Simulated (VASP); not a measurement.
# YTl (Pm-3m) in VASP: a series of runs, part 2 of 2

VASP 6.6.1. Earlier steps stand in the parts before.

## Step 5: Relaxation of cell and atoms, LDA, target pressure 2 GPa, at which the enthalpy is minimised

This run uses another cell than the first one, of 26.39 Å³/atom.

File INCAR:

```
SYSTEM = YTl
PREC     = Accurate       ! precision mode
ENCUT    = 600            ! plane-wave cutoff, eV
EDIFF    = 1E-6           ! SCF threshold, eV
ISMEAR   = -1             ! smearing method
SIGMA    = 0.1            ! smearing width, eV
LREAL    = .False.        ! projectors in reciprocal space
LASPH    = .True.         ! aspherical terms in the spheres
NELM     = 80             ! most SCF steps
ALGO     = Normal         ! electronic algorithm
ISIF     = 3              ! what is computed and relaxed
LWAVE    = .False.        ! write WAVECAR
LCHARG   = .False.        ! write CHGCAR
GGA      = CA             ! functional
IBRION   = 2              ! ionic algorithm
NSW      = 80             ! ionic steps
EDIFFG   = -0.01          ! ionic threshold
PSTRESS  = 20.0
```

File KPOINTS:

```
Automatic mesh
0
Gamma
  9 9 9
  0 0 0
```

File POSCAR:

```
YTl
1.0
    3.7510000000      0.0000000000      0.0000000000
    0.0000000000      3.7510000000      0.0000000000
    0.0000000000      0.0000000000      3.7510000000
Y Tl
1 1
Direct
    0.5000000000      0.5000000000      0.5000000000
    0.0000000000      0.0000000000      0.0000000000
```

Potentials or basis: VASP PAW LDA potentials, release 64 (Y_sv, Tl_d).

Command:

```console
cat potpaw_LDA.64/Y_sv/POTCAR potpaw_LDA.64/Tl_d/POTCAR > POTCAR
mpirun -np 1 vasp_std > vasp.out
```

OUTCAR:

```text
SYSTEM = YTl
   PREC = Accurate
   ENCUT = 600
   EDIFF = 1E-6
   ISMEAR = -1
   LREAL = .False.
   LASPH = .True.
   NELM = 80
   ISIF = 3
   GGA = CA
   IBRION = 2
   NSW = 80
   EDIFFG = -0.01
   PSTRESS = 20.0

 ion  position               nearest neighbor table
   1  0.500  0.500  0.500-   2 3.25   2 3.25   2 3.25   2 3.25   2 3.25   2 3.25   2 3.25   2 3.25

   2  0.000  0.000  0.000-   1 3.25   1 3.25   1 3.25   1 3.25   1 3.25   1 3.25   1 3.25   1 3.25

  LATTYP: Found a simple cubic cell.
 ALAT       =     3.7510000000

  Lattice vectors:

 A1 = (   3.7510000000,   0.0000000000,   0.0000000000)
 A2 = (   0.0000000000,   3.7510000000,   0.0000000000)
 A3 = (   0.0000000000,   0.0000000000,   3.7510000000)

Analysis of symmetry for initial positions (statically):
=====================================================================
 Subroutine PRICEL returns:
 Original cell was already a primitive cell.

 Routine SETGRP: Setting up the symmetry group for a
 simple cubic supercell.

 Subroutine GETGRP returns: Found 48 space group operations
 (whereof 48 operations were pure point group operations)
 out of a pool of 48 trial point group operations.

The static configuration has the point symmetry O_h .
[... 169 lines left out ...]
  -------------------------------------------------------------------------------------
  Total       -0.8973556     -0.8973556     -0.8973556      0.0000000     -0.0000000      0.0000000
  in kB      -27.2416853    -27.2416853    -27.2416853      0.0000000     -0.0000000      0.0000000
  external PRESSURE =     -47.2416853 kB  Pullay stress =      20.0000000 kB
[... 63 lines left out ...]
--------------------------------------- Ionic step        3  -------------------------------------------

 number of electron      23.9999994 magnetization

 Free energy of the ion-electron system (eV)
  ---------------------------------------------------
  ext. energy  EPLUGINS =         0.00000000
  ---------------------------------------------------
  free energy    TOTEN  =       -10.91622398 eV

  energy without entropy =      -10.87595929  energy(sigma->0) =      -10.89609163

 E-fermi :   6.5313     XC(G=0): -11.0734

 val. band max:        6.4412359468   @ k =   0.4444   0.0000   0.0000
 cond. band min:       6.5505337561   @ k =   0.4444   0.1111   0.1111
 fundamental gap:      0.1092978093
 Fermi energy:         6.5313021581

 k-point     1 :       0.0000    0.0000    0.0000
  band No.  band energies     occupation
      1     -36.0628      2.00000
      2     -16.1093      2.00000
      3     -16.1093      2.00000
      4     -16.1093      2.00000
      5      -5.3512      2.00000
      6      -5.3512      2.00000
[... 433 lines left out ...]
      3     -16.2873      2.00000
      4     -16.0990      2.00000
      5      -5.2813      2.00000
      6      -5.1624      2.00000
[... 8 lines left out ...]
     15       9.1664      0.00000
     16      10.6179      0.00000

 [... further k-points ...]

------------------------ aborting loop because EDIFF is reached ----------------------------------------

  FORCE on cell =-STRESS in cart. coord.  units (eV):
  Direction    XX          YY          ZZ          XY          YZ          ZX
  --------------------------------------------------------------------------------------
  -------------------------------------------------------------------------------------
  Total        0.6056910      0.6056910      0.6056910     -0.0000000      0.0000000      0.0000000
  in kB       19.7380954     19.7380954     19.7380954     -0.0000000      0.0000000      0.0000000
  external PRESSURE =      -0.2619046 kB  Pullay stress =      20.0000000 kB
[... 21 lines left out ...]
  energy  without entropy=      -10.8759592871  energy(sigma->0) =      -10.89609163

  enthalpy is  TOTEN    =       -10.3024961187 eV   P V=        0.6137278639

 reached required accuracy - stopping structural energy minimisation
```

OSZICAR:

```text
N       E                     dE             d eps       ncg     rms          rms(c)
DAV:   1     0.112672007322E+03    0.11267E+03   -0.14162E+04  1136   0.159E+03
DAV:   2    -0.700825175722E+01   -0.11968E+03   -0.11857E+03  1400   0.321E+02
DAV:   3    -0.113555801469E+02   -0.43473E+01   -0.43309E+01  1872   0.431E+01
[... 27 lines left out ...]
DAV:   4    -0.109121675315E+02   -0.24965E-02   -0.15841E-02  1864   0.622E-01    0.869E-01
DAV:   5    -0.109161120585E+02   -0.39445E-02   -0.11305E-02  1792   0.368E-01    0.158E-01
DAV:   6    -0.109161417749E+02   -0.29716E-04   -0.26120E-04  1432   0.121E-01    0.824E-02
DAV:   7    -0.109162227946E+02   -0.81020E-04   -0.17153E-04  1712   0.869E-02    0.167E-02
DAV:   8    -0.109162241184E+02   -0.13238E-05   -0.11286E-05  1312   0.197E-02    0.643E-03
DAV:   9    -0.109162239826E+02    0.13577E-06   -0.22049E-07   712   0.391E-03
   3 F= -.10302496E+02 E0= -.10282364E+02  d E =-.568913E-01
```

Run time: 32 s. Hardware: 1 thread of Intel Xeon 6975P-C (Granite Rapids), shared host; peak memory 0.19 GiB.

What came out:

```yaml
Free_energy: -10.9162 eV
Relaxed_volume: 24.58 Å³/atom
Relaxed_cell: a = 3.663 Å, b = 3.663 Å, c = 3.663 Å, α = 90.00°, β = 90.00°, γ = 90.00°
Space_group_after_relaxing_to_0.1_Å: Pm-3m (No. 221)
Energy_change_on_relaxing_the_run_minimises_the_enthalpy: -5.9 meV/atom
Ionic_steps: 3
Pressure_after_relaxing: 2.0 GPa
Band_gap_on_the_k_mesh: zero (bands 12 and 13 overlap by 2.01 eV)
```

Step by step:
```tsv
step	energy change (eV)	largest force (eV/Å)	pressure (GPa)	volume (Å³)
1	0.0000	0.0000	-2.72	52.78
2	0.0381	0.0000	5.74	47.05
3	-0.0118	0.0000	1.97	49.17
```

Final structure:
```yaml
crystal:
  lattice:
    - [3.66341, 0.00000, 0.00000]
    - [0.00000, 3.66341, 0.00000]
    - [0.00000, 0.00000, 3.66341]
  atoms:
    - { symbol: Y, position: [0.50000, 0.50000, 0.50000] }
    - { symbol: Tl, position: [0.00000, 0.00000, 0.00000] }
```

Caveat: the cell is relaxed towards a set pressure, so the run minimises the enthalpy, not the energy; spin-orbit coupling is left out, which moves the levels of the heavy elements.

## Step 6: Relaxation of cell and atoms, LDA, target pressure 4 GPa, at which the enthalpy is minimised

This run uses another cell than the first one, of 26.39 Å³/atom.

File INCAR:

```
SYSTEM = YTl
ALGO     = Normal         ! electronic algorithm
EDIFF    = 1E-7           ! SCF threshold, eV
EDIFFG   = -0.01          ! ionic threshold
ENCUT    = 600            ! plane-wave cutoff, eV
IBRION   = 2              ! ionic algorithm
ISIF     = 3              ! what is computed and relaxed
ISMEAR   = -1             ! smearing method
LASPH    = .True.         ! aspherical terms in the spheres
LCHARG   = .False.        ! write CHGCAR
LREAL    = .False.        ! projectors in reciprocal space
LWAVE    = .False.        ! write WAVECAR
NELM     = 100            ! most SCF steps
NSW      = 80             ! ionic steps
PREC     = Accurate       ! precision mode
PSTRESS  = 40.0         
SIGMA    = 0.1            ! smearing width, eV
```

File KPOINTS:

```
k-points
0
Gamma
  9 9 9
  0 0 0
```

POSCAR is that of step 5.

Potentials or basis: VASP PAW LDA potentials, release 64 (Y_sv, Tl_d).

Command:

```console
cat potpaw_LDA.64/Y_sv/POTCAR potpaw_LDA.64/Tl_d/POTCAR > POTCAR
mpirun -np 1 vasp_std > vasp.out
```

Run time: 48 s. Hardware: 1 thread of Intel Xeon 6975P-C (Granite Rapids), shared host; peak memory 0.2 GiB.

Results (log left out):

```
Free energy                                                : -10.8950 eV
Relaxed volume                                             : 24.00 Å³/atom
Relaxed cell                                               : a = 3.634 Å, b = 3.634 Å, c = 3.634 Å, α = 90.00°, β = 90.00°, γ = 90.00°
Space group after relaxing (to 0.1 Å)                      : Pm-3m (No. 221)
Energy change on relaxing (the run minimises the enthalpy) : +4.7 meV/atom
Ionic steps                                                : 5
Pressure after relaxing                                    : 3.9 GPa
Band gap on the k mesh                                     : zero (bands 12 and 13 overlap by 2.02 eV)
```

Step by step:
```
step  energy change (eV)  largest force (eV/Å)  pressure (GPa)  volume (Å³)
   1              0.0000                0.0000           -2.72        52.78
   2              0.1565                0.0000           11.05        44.76
   3              0.0093                0.0000            3.92        48.01
   4              0.0116                0.0000            4.09        47.92
   5              0.0094                0.0000            3.94        48.00
```

Final structure:
```
Y Tl
1.0
     3.63437    0.00000    0.00000
     0.00000    3.63437    0.00000
     0.00000    0.00000    3.63437
Y Tl
1 1
Direct
  0.50000 0.50000 0.50000
  0.00000 0.00000 0.00000
```

Levels at points of the mesh, in eV from the Fermi level:
```tsv
k point	band 9	band 10	band 11	band 12	band 13	band 14	band 15	band 16
(0.00, 0.00, 0.00)	-11.62	-9.51	-0.17	-0.17	3.39	3.39	3.39	3.87
```

Caveat: the cell is relaxed towards a set pressure, so the run minimises the enthalpy, not the energy; spin-orbit coupling is left out, which moves the levels of the heavy elements.

## Step 7: The runs side by side

```tsv
task	cell	cutoff (eV)	gap on the mesh (eV)	pressure (GPa)
single point	a = 3.661 Å, 2 atoms	520	none	2.0
single point	a = 3.695 Å, 2 atoms	520	none	0.1
relaxation of cell and atoms	relaxed from a = 3.751 Å, 2 atoms	600	none	0.0
relaxation of cell and atoms	relaxed to 2 GPa from a = 3.751 Å, 2 atoms	600	none	2.0
relaxation of cell and atoms	relaxed to 4 GPa from a = 3.751 Å, 2 atoms	600	none	3.9
```

Alike in all rows: level LDA; potentials or basis VASP PAW LDA potentials, release 64 (Y_sv, Tl_d); no spin polarisation; k mesh 9 × 9 × 9; smearing fermi-dirac 0.1 eV.

Caveats: spin-orbit coupling is left out, which moves the levels of the heavy elements; the cell is relaxed towards a set pressure, so the run minimises the enthalpy, not the energy (at least some runs).

Absolute energies hang on the potentials; compare differences alone.
